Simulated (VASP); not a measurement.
Write the native input for VASP 6.6.1 that does the following.

```
Task                   : relaxation of cell and atoms
Functional             : PBE
Potentials or basis    : VASP PAW PBE potentials, release 64 (Al, P)
Cutoff                 : 500 eV
k mesh                 : 6 × 6 × 6
Occupations            : gaussian, width 0.01 eV
Spin                   : no spin polarisation
Target pressure        : 10 GPa
Dipole correction      : no
Further INCAR settings : ALGO = Normal; EDIFF = 1e-07; IBRION = 2; EDIFFG = -0.01; NSW = 80; ISIF = 3
```

The structure of AlP lies in POSCAR:

```
AlP
1.0
    0.0000000000      2.7255000000      2.7255000000
    2.7255000000      0.0000000000      2.7255000000
    2.7255000000      2.7255000000      0.0000000000
Al P
1 1
Direct
    0.0000000000      0.0000000000      0.0000000000
    0.2500000000      0.2500000000      0.2500000000
```

The input as run:

INCAR

```
SYSTEM = AlP
ALGO = Normal
EDIFF = 1E-7
EDIFFG = -0.01
ENCUT = 500
GGA = PE
GGA_COMPAT = .FALSE.
IBRION = 2
ISIF = 3
ISMEAR = 0
LASPH = .TRUE.
LCHARG = .FALSE.
LREAL = .FALSE.
LWAVE = .FALSE.
NELM = 120
NELMIN = 4
NSW = 80
PREC = Accurate
PSTRESS = 100.0
SIGMA = 0.01
```

KPOINTS

```
k-points
0
G
  6 6 6
  0 0 0
```

Potentials or basis: VASP PAW PBE potentials, release 64 (Al, P).

Command:

```sh
$ cat potpaw_PBE.64/Al/POTCAR potpaw_PBE.64/P/POTCAR > POTCAR
$ mpirun -np 1 vasp_std > vasp.out
```

It gave:

```json
{
 "Relaxed volume": "18.90 Å³/atom",
 "Relaxed cell": "a = 3.767 Å, b = 3.767 Å, c = 3.767 Å, α = 60.00°, β = 60.00°, γ = 60.00°",
 "Space group after relaxing (to 0.05 Å)": "F-43m (No. 216)",
 "Energy change on relaxing (the enthalpy is what falls)": "+51.8 meV/atom",
 "Ionic steps": "4",
 "Pressure after relaxing": "10.1 GPa",
 "Band gap on the k mesh": "1.42 eV, indirect (least direct gap 3.68 eV)"
}
```

Caveat: the cell is relaxed towards a set pressure, so the enthalpy falls and the energy may rise.

Run time: 42 s on 1 thread of AMD EPYC 7R13 (shared host), peak memory 0.12 GiB.
